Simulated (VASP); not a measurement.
# TaAl (Pm-3m) in VASP: a series of runs

TaAl is run at these levels: LDA; tasks: single point, relaxation of cell and atoms.

Everything below comes from runs of VASP 6.6.1. Logs are shortened: lines on timing, memory, paths and dates and some standing lists are left out, and cuts for length are marked.

## Step 1: The cell of the first run

It takes space group Pm-3m (No. 221, cubic). Conventional cell: a = 3.170 Å, b = 3.170 Å, c = 3.170 Å, α = 90.00°, β = 90.00°, γ = 90.00°. Within 3.6 Å of Al (site symmetry m-3m) lie 8 Ta at 2.74 Å and 6 Al at 3.17 Å. Ta (site symmetry m-3m) has 8 Al at 2.74 Å and 6 Ta at 3.17 Å within 3.6 Å.

## Step 2: Single point, LDA

Input file INCAR:

```
PREC     = Accurate       # precision mode
ENCUT    = 500            # plane-wave cutoff, eV
EDIFF    = 1E-6           # SCF threshold, eV
ISMEAR   = 1              # smearing method
SIGMA    = 0.05           # smearing width, eV
LREAL    = F              # projectors in reciprocal space
LASPH    = T              # aspherical terms in the spheres
NELM     = 120            # most SCF steps
ALGO     = Normal         # electronic algorithm
ISIF     = 2              # what is computed and relaxed
LWAVE    = F              # write WAVECAR
LCHARG   = F              # write CHGCAR
GGA      = CA             # functional
NBANDS   = 14             # bands
GGA_COMPAT= F
```

Input file KPOINTS:

```
regular mesh
0
Gamma
  13 13 13
```

Input file POSCAR:

```
TaAl
1.0
    3.1695709495      0.0000000000      0.0000000000
    0.0000000000      3.1695709495      0.0000000000
    0.0000000000      0.0000000000      3.1695709495
Al Ta
1 1
Direct
    0.0000000000      0.0000000000      0.0000000000
    0.5000000000      0.5000000000      0.5000000000
```

Potentials or basis: VASP PAW LDA potentials, release 64 (Al, Ta_pv).

Command:

```
$ cat potpaw_LDA.64/Al/POTCAR potpaw_LDA.64/Ta_pv/POTCAR > POTCAR
$ mpirun -np 1 vasp_std > vasp.out
```

OUTCAR:

```text
PREC = Accurate
   ENCUT = 500
   EDIFF = 1E-6
   ISMEAR = 1
   LREAL = F
   LASPH = T
   NELM = 120
   ISIF = 2
   GGA = CA

 ion  position               nearest neighbor table
   1  0.000  0.000  0.000-   2 2.74   2 2.74   2 2.74   2 2.74   2 2.74   2 2.74   2 2.74   2 2.74

   2  0.500  0.500  0.500-   1 2.74   1 2.74   1 2.74   1 2.74   1 2.74   1 2.74   1 2.74   1 2.74

  LATTYP: Found a simple cubic cell.
 ALAT       =     3.1695709495

  Lattice vectors:

 A1 = (   3.1695709495,   0.0000000000,   0.0000000000)
 A2 = (   0.0000000000,   3.1695709495,   0.0000000000)
 A3 = (   0.0000000000,   0.0000000000,   3.1695709495)

Analysis of symmetry for initial positions (statically):
=====================================================================
 Subroutine PRICEL returns:
 Original cell was already a primitive cell.

 Routine SETGRP: Setting up the symmetry group for a
 simple cubic supercell.

 Subroutine GETGRP returns: Found 48 space group operations
 (whereof 48 operations were pure point group operations)
 out of a pool of 48 trial point group operations.

The static configuration has the point symmetry O_h .

Analysis of symmetry for dynamics (positions and initial velocities):
=====================================================================
 Subroutine PRICEL returns:
 Original cell was already a primitive cell.

 Routine SETGRP: Setting up the symmetry group for a
 simple cubic supercell.

 Subroutine GETGRP returns: Found 48 space group operations
 (whereof 48 operations were pure point group operations)
 out of a pool of 48 trial point group operations.

The dynamic configuration has the point symmetry O_h .

 Subroutine INISYM returns: Found 48 space group operations
 (whereof 48 operations are pure point group operations),
 and found     1 'primitive' translations

----------------------------------------------------------------------------------------

                                     Primitive cell

  volume of cell :      31.8421

  direct lattice vectors                    reciprocal lattice vectors
     3.169570950  0.000000000  0.000000000     0.315500115  0.000000000  0.000000000
     0.000000000  3.169570950  0.000000000     0.000000000  0.315500115  0.000000000
     0.000000000  0.000000000  3.169570950     0.000000000  0.000000000  0.315500115

  length of vectors
     3.169570950  3.169570950  3.169570950     0.315500115  0.315500115  0.315500115

  position of ions in fractional coordinates (direct lattice)
     0.000000000  0.000000000  0.000000000
     0.500000000  0.500000000  0.500000000

  ion indices of the primitive-cell ions
   primitive index   ion index
                 1           1
                 2           2

----------------------------------------------------------------------------------------

 KPOINTS: regular mesh

Automatic generation of k-mesh.
 Grid dimensions read from file:
 generate k-points for:   13   13   13

 Generating k-lattice:

  Cartesian coordinates                     Fractional coordinates (reciprocal lattice)
     0.024269240  0.000000000  0.000000000     0.076923077  0.000000000  0.000000000
     0.000000000  0.024269240  0.000000000     0.000000000  0.076923077  0.000000000
     0.000000000  0.000000000  0.024269240     0.000000000  0.000000000  0.076923077

  Length of vectors
     0.024269240  0.024269240  0.024269240

  Shift w.r.t. Gamma in fractional coordinates (k-lattice)
     0.000000000  0.000000000  0.000000000

 Subroutine IBZKPT returns following result:
 ===========================================

 Found     84 irreducible k-points:

 Following reciprocal coordinates:
            Coordinates               Weight
  0.000000  0.000000  0.000000      1.000000
  0.076923  0.000000  0.000000      6.000000
  0.153846  0.000000  0.000000      6.000000
  0.230769  0.000000  0.000000      6.000000
  0.307692  0.000000  0.000000      6.000000
  0.384615  0.000000  0.000000      6.000000
[... 16 lines left out ...]
  0.307692  0.307692  0.000000     12.000000
  0.384615  0.307692  0.000000     24.000000
 [... further k-points ...]
   k-points           NKPTS =     84   k-points in BZ     NKDIM =     84   number of bands    NBANDS=     14
   number of dos      NEDOS =    301   number of ions     NIONS =      2
   total plane-waves  NPLWV =  13824
   dimension x,y,z NGX =    24 NGY =   24 NGZ =   24
   dimension x,y,z NGXF=    48 NGYF=   48 NGZF=   48
   ions per type =               1   1
   NGX,Y,Z   is equivalent  to a cutoff of  12.59, 12.59, 12.59 a.u.
   NGXF,Y,Z  is equivalent  to a cutoff of  25.18, 25.18, 25.18 a.u.
 SYSTEM =  unknown system
   PREC   = accura    normal or accurate (medium, high low for compatibility)
   ISTART =      0    job   : 0-new  1-cont  2-samecut
   ICHARG =      2    charge: 1-file 2-atom 10-const
   ISPIN  =      1    spin polarized calculation?
   LNONCOLLINEAR =      F non collinear calculations
   LSORBIT =      F    spin-orbit coupling
   LASPH  =      T    aspherical Exc in radial PAW
   ENCUT  =  500.0 eV  36.75 Ry    6.06 a.u.   5.78  5.78  5.78*2*pi/ulx,y,z
   NELM   =    120;   NELMIN=  2; NELMDL= -5     # of ELM steps
   EDIFF  = 0.1E-05   stopping-criterion for ELM
   LREAL  =      F    real-space projection
   EDIFFG = 0.1E-04   stopping-criterion for IOM
   NSW    =      0    number of steps for IOM
   IBRION =     -1    ionic relax: 0-MD 1-quasi-New 2-CG
   NFREE  =      0    steps in history (QN), initial steepest desc. (CG)
   ISIF   =      2    stress and relaxation
   ISYM   =      2    0-nonsym 1-usesym 2-fastsym
   POTIM  = 0.5000    time-step for ionic-motion
   TEBEG  =    0.0;   TEEND  =   0.0 temperature during run
   PSTRESS=    0.0 pullay stress
   NELECT =      14.0000    total number of electrons
   NUPDOWN=      -1.0000    fix difference up-down
   EMIN   =  10.00;   EMAX   =-10.00  energy-range for DOS
   EFERMI =   0.00;   METHOD = LEGACY
   ISMEAR =     1;   SIGMA  =   0.05  broadening in eV -4-tet -1-fermi 0-gaus
   EFERMI_NEDOS =   21; number of points for ismear=-14 and -15
   IALGO  =     38    algorithm
   IMIX   =      4    mixing-type and parameters
     AMIX     =   0.40;   BMIX     =  1.00
     AMIX_MAG =   1.60;   BMIX_MAG =  1.00
  volume/ion in A,a.u.               =      15.92       107.44
  Fermi-wavevector in a.u.,A,eV,Ry     =   1.244850  2.352425 21.084290  1.549652
  Thomas-Fermi vector in A             =   2.379098
   LORBIT       =      0    0 simple, 1 ext, 2 COOP (PROOUT), +10 PAW based schemes
   GGA     = CA    functional components
   LHFCALC =     F    Hartree Fock is set to
   AEXX    =    0.0000 exact exchange contribution
   IVDW    =     0    specifies the selected vdW correction
   LEPSILON=     F    determine dielectric tensor
   LRPA    =     F    only Hartree local field effects (RPA)
 non-spin polarized calculation
 Methfessel and Paxton  Order N= 1 SIGMA  =   0.05
  energy-cutoff  :      500.00
  volume of cell :       31.84
 maximum number of plane-waves:       831
 NGX is ok and might be reduce to    24
   NGX = 11   NGY = 11   NGZ = 11

 number of electron      13.9999996 magnetization

 Free energy of the ion-electron system (eV)
  ---------------------------------------------------
  ext. energy  EPLUGINS =         0.00000000
  ---------------------------------------------------
  free energy    TOTEN  =       -16.83681818 eV

  energy without entropy =      -16.83685844  energy(sigma->0) =      -16.83683160

 E-fermi :   7.4795     XC(G=0): -12.0217

 val. band max:        7.4575034818   @ k =   0.3846   0.1538   0.0000
 cond. band min:       7.4856566717   @ k =   0.3077   0.0769   0.0000
 fundamental gap:      0.0281531898
 Fermi energy:         7.4794612917

 k-point     1 :       0.0000    0.0000    0.0000
  band No.  band energies     occupation
      1     -26.4785      2.00000
      2     -26.4785      2.00000
      3     -26.4785      2.00000
      4      -2.7655      2.00000
      5       4.7499      2.00000
      6       4.7499      2.00000
      7      10.1238      0.00000
      8      10.1238      0.00000
      9      10.1238      0.00000
     10      11.8825      0.00000
     11      11.8825      0.00000
     12      11.8825      0.00000
     13      18.4717      0.00000
     14      18.5225      0.00000

 k-point     2 :       0.0769    0.0000    0.0000
  band No.  band energies     occupation
      1     -26.4985      2.00000
      2     -26.4767      2.00000
      3     -26.4767      2.00000
      4      -2.6508      2.00000
      5       4.7625      2.00000
      6       4.8021      2.00000
      7       9.6973      0.00000
      8       9.6973      0.00000
      9      10.1498      0.00000
     10      11.5468      0.00000
     11      12.3596      0.00000
     12      12.3596      0.00000
     13      18.0324      0.00000
     14      18.5335      0.00000

 k-point     3 :       0.1538    0.0000    0.0000
  band No.  band energies     occupation
      1     -26.5538      2.00000
      2     -26.4719      2.00000
      3     -26.4719      2.00000
      4      -2.3142      2.00000
      5       4.7254      2.00000
      6       4.9528      2.00000
      7       8.9582      0.00000
      8       8.9582      0.00000
      9      10.2230      0.00000
     10      10.9267      0.00000
     11      13.2543      0.00000
     12      13.2543      0.00000
     13      16.9510      0.00000
     14      18.6229      0.00000

 k-point     4 :       0.2308    0.0000    0.0000
  band No.  band energies     occupation
      1     -26.6308      2.00000
      2     -26.4652      2.00000
      3     -26.4652      2.00000
      4      -1.7760      2.00000
      5       4.4476      2.00000
      6       5.1829      2.00000
      7       8.2604     -0.00000
      8       8.2604     -0.00000
      9      10.3295      0.00000
     10      10.6103      0.00000
     11      14.2239      0.00000
     12      14.2239      0.00000
     13      15.7563      0.00000
     14      18.7333      0.00000

 k-point     5 :       0.3077    0.0000    0.0000
  band No.  band energies     occupation
      1     -26.7113      2.00000
      2     -26.4580      2.00000
      3     -26.4580      2.00000
      4      -1.0647      2.00000
      5       3.8021      2.00000
      6       5.4555      2.00000
      7       7.6952     -0.00000
      8       7.6952     -0.00000
      9      10.4473      0.00000
     10      10.8699      0.00000
     11      14.6828      0.00000
[... 276 lines left out ...]
 k-point    22 :       0.4615    0.2308    0.0000
  band No.  band energies     occupation
      1     -26.7935      2.00000
      2     -26.5932      2.00000
      3     -26.4354      2.00000
      4       1.2660      2.00000
      5       2.3402      2.00000
      6       6.0458      2.00000
      7       6.4656      2.00000
      8       7.4452      1.90864
      9       9.1508      0.00000
     10      12.2294      0.00000
     11      13.9507      0.00000
     12      15.4276      0.00000
     13      16.8976      0.00000
     14      17.2305      0.00000

 k-point    23 :       0.3077    0.3077    0.0000
  band No.  band energies     occupation
      1     -26.6873      2.00000
      2     -26.6785      2.00000
      3     -26.4375      2.00000
      4       0.3057      2.00000
      5       3.7677      2.00000
      6       5.3565      2.00000
      7       6.8930      2.00000
      8       8.0131     -0.00000
      9       8.5665      0.00000
     10      11.8317      0.00000
     11      12.6755      0.00000
     12      16.2018      0.00000
     13      16.9270      0.00000
     14      18.7369      0.00000

 k-point    24 :       0.3846    0.3077    0.0000
  band No.  band energies     occupation
      1     -26.7468      2.00000
      2     -26.6745      2.00000
      3     -26.4315      2.00000
      4       0.8772      2.00000
      5       3.3342      2.00000
      6       5.5415      2.00000
      7       6.7506      2.00000
      8       7.8242     -0.00000
      9       8.5287      0.00000
     10      11.9760      0.00000
     11      12.9767      0.00000
     12      15.9245      0.00000
     13      16.6216      0.00000
     14      18.0007      0.00000

 [... further k-points ...]

------------------------ aborting loop because EDIFF is reached ----------------------------------------

  FORCE on cell =-STRESS in cart. coord.  units (eV):
  Direction    XX          YY          ZZ          XY          YZ          ZX
  --------------------------------------------------------------------------------------
  -------------------------------------------------------------------------------------
  Total        0.0914908      0.0914908      0.0914908      0.0000000      0.0000000      0.0000000
  in kB        4.6034826      4.6034826      4.6034826      0.0000000      0.0000000      0.0000000
  external PRESSURE =       4.6034826 kB  Pullay stress =       0.0000000 kB

 VOLUME and BASIS-vectors are now :
 -----------------------------------------------------------------------------
  energy-cutoff  :      500.00
  volume of cell :       31.84
      direct lattice vectors                 reciprocal lattice vectors
     3.169570950  0.000000000  0.000000000     0.315500115  0.000000000  0.000000000
     0.000000000  3.169570950  0.000000000     0.000000000  0.315500115  0.000000000
     0.000000000  0.000000000  3.169570950     0.000000000  0.000000000  0.315500115

 POSITION                                       TOTAL-FORCE (eV/Angst)
 -----------------------------------------------------------------------------------
      0.00000      0.00000      0.00000         0.000000      0.000000      0.000000
      1.58479      1.58479      1.58479         0.000000      0.000000      0.000000
 -----------------------------------------------------------------------------------
    total drift:                                0.000000     -0.000000     -0.000000

  FREE ENERGIE OF THE ION-ELECTRON SYSTEM (eV)
  ---------------------------------------------------
  free  energy   TOTEN  =       -16.8368181781 eV

  energy  without entropy=      -16.8368584394  energy(sigma->0) =      -16.83683160
```

Run time: 20 s. Hardware: 1 thread of Intel Xeon Platinum 8259CL at 2.50GHz (Skylake/Cascade Lake), shared host; peak memory 0.15 GiB.

Results:

```yaml
Free_energy: -16.8368 eV
Pressure: 0.5 GPa
Band_gap_on_the_k_mesh: zero (bands 7 and 8 overlap by 3.02 eV)
```

Caveat: spin-orbit coupling is left out, which moves the levels of the heavy elements.

## Step 3: Relaxation of cell and atoms, LDA

This run uses another cell than the first one, of 17.24 Å³/atom.

Input file INCAR:

```
PREC     = Accurate       # precision mode
ENCUT    = 500            # plane-wave cutoff, eV
EDIFF    = 1E-7           # SCF threshold, eV
ISMEAR   = 1              # smearing method
SIGMA    = 0.05           # smearing width, eV
LREAL    = F              # projectors in reciprocal space
LASPH    = T              # aspherical terms in the spheres
NELM     = 120            # most SCF steps
ALGO     = Normal         # electronic algorithm
ISIF     = 3              # what is computed and relaxed
LWAVE    = F              # write WAVECAR
LCHARG   = F              # write CHGCAR
IBRION   = 2              # ionic algorithm
NSW      = 80             # ionic steps
EDIFFG   = -0.02          # ionic threshold
GGA_COMPAT= F            
NELMIN   = 4
```

KPOINTS is that of step 2.

Input file POSCAR:

```
TaAl
1.0
    3.2550000000      0.0000000000      0.0000000000
    0.0000000000      3.2550000000      0.0000000000
    0.0000000000      0.0000000000      3.2550000000
Al Ta
1 1
Direct
    0.0000000000      0.0000000000      0.0000000000
    0.5000000000      0.5000000000      0.5000000000
```

Potentials or basis: VASP PAW LDA potentials, release 64 (Al, Ta_pv).

Command:

```
$ cat potpaw_LDA.64/Al/POTCAR potpaw_LDA.64/Ta_pv/POTCAR > POTCAR
$ mpirun -np 1 vasp_std > vasp.out
```

Run time: 53 s. Hardware: 1 thread of Intel Xeon Platinum 8259CL at 2.50GHz (Skylake/Cascade Lake), shared host; peak memory 0.16 GiB.

Results (log left out):

* Free energy: -16.8375 eV
* Relaxed volume: 15.97 Å³/atom
* Relaxed cell: a = 3.173 Å, b = 3.173 Å, c = 3.173 Å, α = 90.00°, β = 90.00°, γ = 90.00°
* Space group after relaxing (to 0.1 Å): Pm-3m (No. 221)
* Energy gained by relaxing: 47.5 meV/atom
* Ionic steps: 4
* Pressure after relaxing: 0.0 GPa
* Band gap on the k mesh: zero (bands 7 and 8 overlap by 3.01 eV)

The path:
| step | energy change (eV) | largest force (eV/Å) | pressure (GPa) | volume (Å³) |
| --- | --- | --- | --- | --- |
| 1 | 0.0000 | 0.0000 | -11.15 | 34.49 |
| 2 | 0.0932 | 0.0000 | 21.11 | 28.84 |
| 3 | -0.0949 | 0.0000 | -0.35 | 32.00 |
| 4 | -0.0950 | 0.0000 | -0.03 | 31.94 |

Final structure:
```xyz
2
Lattice="3.1728 0.0000 0.0000 0.0000 3.1728 0.0000 0.0000 0.0000 3.1728" Properties=species:S:1:pos:R:3 pbc="T T T"
Al    0.0000    0.0000    0.0000
Ta    1.5864    1.5864    1.5864
```

Levels at points of the mesh, in eV from the Fermi level:
```csv
k point,band 4,band 5,band 6,band 7,band 8,band 9,band 10,band 11
"(0.00, 0.00, 0.00)",-10.23,-2.72,-2.72,2.63,2.63,2.63,4.39,4.39
```

Caveat: spin-orbit coupling is left out, which moves the levels of the heavy elements.

The gap in the log of VASP goes by the Fermi energy; the results here count the filled bands.